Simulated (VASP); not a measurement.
# InSb (Pmmn) in VASP: notebook, part 2 of 2

VASP 6.6.1. The steps go on from the part before.

### 3 Single point, PBE (29.31 Å³/atom)

This run uses another cell than the first one, of 29.31 Å³/atom.

File INCAR:

```
SYSTEM = InSb
PREC = Accurate ; ENCUT = 520
EDIFF = 1E-6 ; ISMEAR = 0
SIGMA = 0.1 ; LREAL = .False.
LASPH = .True. ; NELM = 100
ALGO = Normal ; ISIF = 2
LWAVE = .False. ; LCHARG = .False.
GGA = PE ; NBANDS = 26
```

File KPOINTS:

```
regular mesh
0
Gamma
  8 8 14
  0 0 0
```

File POSCAR:

```
InSb
1.0
    6.0059609726      0.0000000000      0.0000000000
    0.0000000000      6.0353678976      0.0000000000
    0.0000000000      0.0000000000      3.2339635935
In Sb
2 2
Direct
    0.0000000000      0.0000000000      0.0137364897
    0.5000000000      0.5000000000      0.9862635103
    0.0000000000      0.5000000000      0.2442730203
    0.5000000000      0.0000000000      0.7557269797
```

Potentials or basis: VASP PAW PBE potentials, release 64 (In_d, Sb).

Command:

```bash
$ cat potpaw_PBE.64/In_d/POTCAR potpaw_PBE.64/Sb/POTCAR > POTCAR
$ mpirun -np 1 vasp_std > vasp.out
```

OUTCAR:

```text
SYSTEM = InSb
   PREC = Accurate
   ENCUT = 520
   EDIFF = 1E-6
   ISMEAR = 0
   LREAL = .False.
   LASPH = .True.
   NELM = 100
   ISIF = 2
   GGA = PE

 ion  position               nearest neighbor table
   1  0.000  0.000  0.014-   3 3.11   3 3.11   4 3.12   4 3.12   4 3.84   4 3.84
   2  0.500  0.500  0.986-   4 3.11   4 3.11   3 3.12   3 3.12   3 3.84   3 3.84
   3  0.000  0.500  0.244-   1 3.11   1 3.11   2 3.12   2 3.12   2 3.84   2 3.84
   4  0.500  0.000  0.756-   2 3.11   2 3.11   1 3.12   1 3.12   1 3.84   1 3.84

  LATTYP: Found a simple orthorhombic cell.
 ALAT       =     3.2339635935
 B/A-ratio  =     1.8571516960
 C/A-ratio  =     1.8662448488

  Lattice vectors:

 A1 = (   0.0000000000,   0.0000000000,   3.2339635935)
 A2 = (   6.0059609726,   0.0000000000,   0.0000000000)
 A3 = (   0.0000000000,   6.0353678976,   0.0000000000)

Analysis of symmetry for initial positions (statically):
=====================================================================
 Subroutine PRICEL returns:
 Original cell was already a primitive cell.

 Routine SETGRP: Setting up the symmetry group for a
 simple orthorhombic supercell.

 Subroutine GETGRP returns: Found  8 space group operations
 (whereof  4 operations were pure point group operations)
 out of a pool of  8 trial point group operations.

The static configuration has the point symmetry C_2v.
 The point group associated with its full space group is D_2h.

Analysis of symmetry for dynamics (positions and initial velocities):
=====================================================================
 Subroutine PRICEL returns:
 Original cell was already a primitive cell.

 Routine SETGRP: Setting up the symmetry group for a
 simple orthorhombic supercell.

 Subroutine GETGRP returns: Found  8 space group operations
 (whereof  4 operations were pure point group operations)
 out of a pool of  8 trial point group operations.

The dynamic configuration has the point symmetry C_2v.
 The point group associated with its full space group is D_2h.

 Subroutine INISYM returns: Found  8 space group operations
 (whereof  4 operations are pure point group operations),
 and found     1 'primitive' translations

----------------------------------------------------------------------------------------

                                     Primitive cell

  volume of cell :     117.2253

  direct lattice vectors                    reciprocal lattice vectors
     6.005960973  0.000000000  0.000000000     0.166501248  0.000000000  0.000000000
     0.000000000  6.035367898  0.000000000     0.000000000  0.165689982  0.000000000
     0.000000000  0.000000000  3.233963593     0.000000000  0.000000000  0.309218076

  length of vectors
     6.005960973  6.035367898  3.233963593     0.166501248  0.165689982  0.309218076

  position of ions in fractional coordinates (direct lattice)
     0.000000000  0.000000000  0.013736490
     0.500000000  0.500000000  0.986263510
     0.000000000  0.500000000  0.244273020
     0.500000000  0.000000000  0.755726980

  ion indices of the primitive-cell ions
   primitive index   ion index
                 1           1
                 2           2
                 3           3
                 4           4

[... 24 lines left out ...]
 Found    200 irreducible k-points:

 Following reciprocal coordinates:
            Coordinates               Weight
  0.000000  0.000000  0.000000      1.000000
  0.125000  0.000000  0.000000      2.000000
  0.250000  0.000000  0.000000      2.000000
  0.375000  0.000000  0.000000      2.000000
  0.500000  0.000000  0.000000      1.000000
  0.000000  0.125000  0.000000      2.000000
[... 16 lines left out ...]
  0.250000  0.500000  0.000000      2.000000
  0.375000  0.500000  0.000000      2.000000
 [... further k-points ...]
   k-points           NKPTS =    200   k-points in BZ     NKDIM =    200   number of bands    NBANDS=     26
   number of dos      NEDOS =    301   number of ions     NIONS =      4
   total plane-waves  NPLWV =  55296
   dimension x,y,z NGX =    48 NGY =   48 NGZ =   24
   dimension x,y,z NGXF=    96 NGYF=   96 NGZF=   48
   ions per type =               2   2
   NGX,Y,Z   is equivalent  to a cutoff of  13.29, 13.22, 12.34 a.u.
   NGXF,Y,Z  is equivalent  to a cutoff of  26.57, 26.44, 24.67 a.u.
 SYSTEM =  InSb
   PREC   = accura    normal or accurate (medium, high low for compatibility)
   ISTART =      0    job   : 0-new  1-cont  2-samecut
   ICHARG =      2    charge: 1-file 2-atom 10-const
   ISPIN  =      1    spin polarized calculation?
   LNONCOLLINEAR =      F non collinear calculations
   LSORBIT =      F    spin-orbit coupling
   LASPH  =      T    aspherical Exc in radial PAW
   ENCUT  =  520.0 eV  38.22 Ry    6.18 a.u.  11.17 11.22  6.01*2*pi/ulx,y,z
   NELM   =    100;   NELMIN=  2; NELMDL= -5     # of ELM steps
   EDIFF  = 0.1E-05   stopping-criterion for ELM
   LREAL  =      F    real-space projection
   EDIFFG = 0.1E-04   stopping-criterion for IOM
   NSW    =      0    number of steps for IOM
   IBRION =     -1    ionic relax: 0-MD 1-quasi-New 2-CG
   NFREE  =      0    steps in history (QN), initial steepest desc. (CG)
   ISIF   =      2    stress and relaxation
   ISYM   =      2    0-nonsym 1-usesym 2-fastsym
   POTIM  = 0.5000    time-step for ionic-motion
   TEBEG  =    0.0;   TEEND  =   0.0 temperature during run
   PSTRESS=    0.0 pullay stress
   NELECT =      36.0000    total number of electrons
   NUPDOWN=      -1.0000    fix difference up-down
   EMIN   =  10.00;   EMAX   =-10.00  energy-range for DOS
   EFERMI =   0.00;   METHOD = LEGACY
   ISMEAR =     0;   SIGMA  =   0.10  broadening in eV -4-tet -1-fermi 0-gaus
   EFERMI_NEDOS =   21; number of points for ismear=-14 and -15
   IALGO  =     38    algorithm
   IMIX   =      4    mixing-type and parameters
     AMIX     =   0.40;   BMIX     =  1.00
     AMIX_MAG =   1.60;   BMIX_MAG =  1.00
  volume/ion in A,a.u.               =      29.31       197.77
  Fermi-wavevector in a.u.,A,eV,Ry     =   1.104507  2.087216 16.598238  1.219936
  Thomas-Fermi vector in A             =   2.240981
   LORBIT       =      0    0 simple, 1 ext, 2 COOP (PROOUT), +10 PAW based schemes
   GGA     = PE    functional components
   LHFCALC =     F    Hartree Fock is set to
   AEXX    =    0.0000 exact exchange contribution
   IVDW    =     0    specifies the selected vdW correction
   LEPSILON=     F    determine dielectric tensor
   LRPA    =     F    only Hartree local field effects (RPA)
 non-spin polarized calculation
 Gauss-broadening in eV      SIGMA  =   0.10
  energy-cutoff  :      520.00
  volume of cell :      117.23
 maximum number of plane-waves:      3196
 NGX is ok and might be reduce to    48
   NGX = 23   NGY = 23   NGZ = 13

 number of electron      36.0000017 magnetization

 Free energy of the ion-electron system (eV)
  ---------------------------------------------------
  ext. energy  EPLUGINS =         0.00000000
  ---------------------------------------------------
  free energy    TOTEN  =       -13.35348334 eV

  energy without entropy =      -13.34507972  energy(sigma->0) =      -13.34928153

 E-fermi :   6.6646     XC(G=0):  -9.7108

 val. band max:        6.6545307884   @ k =   0.2500   0.3750   0.2143
 cond. band min:       6.6662912481   @ k =   0.0000   0.2500   0.1429
 fundamental gap:      0.0117604597
 Fermi energy:         6.6645686707

 k-point     1 :       0.0000    0.0000    0.0000
  band No.  band energies     occupation
      1      -8.0453      2.00000
      2      -8.0164      2.00000
      3      -7.9142      2.00000
      4      -7.8081      2.00000
      5      -7.7986      2.00000
      6      -7.7421      2.00000
[... 685 lines left out ...]
     25      14.1229      0.00000
     26      14.1229      0.00000

 [... further k-points ...]

------------------------ aborting loop because EDIFF is reached ----------------------------------------

  FORCE on cell =-STRESS in cart. coord.  units (eV):
  Direction    XX          YY          ZZ          XY          YZ          ZX
  --------------------------------------------------------------------------------------
  -------------------------------------------------------------------------------------
  Total       -0.8541452     -0.8645206     -0.8878306      0.0000000      0.0000000      0.0000000
  in kB      -11.6740325    -11.8158388    -12.1344277      0.0000000      0.0000000      0.0000000
  external PRESSURE =     -11.8747663 kB  Pullay stress =       0.0000000 kB

 VOLUME and BASIS-vectors are now :
 -----------------------------------------------------------------------------
  energy-cutoff  :      520.00
  volume of cell :      117.23
      direct lattice vectors                 reciprocal lattice vectors
     6.005960973  0.000000000  0.000000000     0.166501248  0.000000000  0.000000000
     0.000000000  6.035367898  0.000000000     0.000000000  0.165689982  0.000000000
     0.000000000  0.000000000  3.233963593     0.000000000  0.000000000  0.309218076

 POSITION                                       TOTAL-FORCE (eV/Angst)
 -----------------------------------------------------------------------------------
      0.00000      0.00000      0.04442         0.000000      0.000000      0.000016
      3.00298      3.01768      3.18954         0.000000      0.000000     -0.000016
      0.00000      3.01768      0.78997         0.000000      0.000000      0.002299
      3.00298      0.00000      2.44399         0.000000      0.000000     -0.002299
 -----------------------------------------------------------------------------------
    total drift:                                0.000000      0.000000      0.000000

  FREE ENERGIE OF THE ION-ELECTRON SYSTEM (eV)
  ---------------------------------------------------
  free  energy   TOTEN  =       -13.3534833430 eV

  energy  without entropy=      -13.3450797165  energy(sigma->0) =      -13.34928153
```

Wall time 4.8 min (1 thread of AMD EPYC 9R45 (Zen 5), shared host); peak memory 0.59 GiB.

What came out:

| Item | Value |
| --- | --- |
| Free energy | -13.3535 eV |
| Pressure | -1.2 GPa |
| Band gap on the k mesh | zero (bands 18 and 19 overlap by 2.60 eV) |

Forces on the atoms (eV/Å):
```
In   0.000  0.000  0.000
In   0.000  0.000  0.000
Sb   0.000  0.000  0.002
Sb   0.000  0.000 -0.002
```

Caveat: spin-orbit coupling is left out, which moves the levels of the heavy elements.

The gap in the log of VASP goes by the Fermi energy; the results here count the filled bands.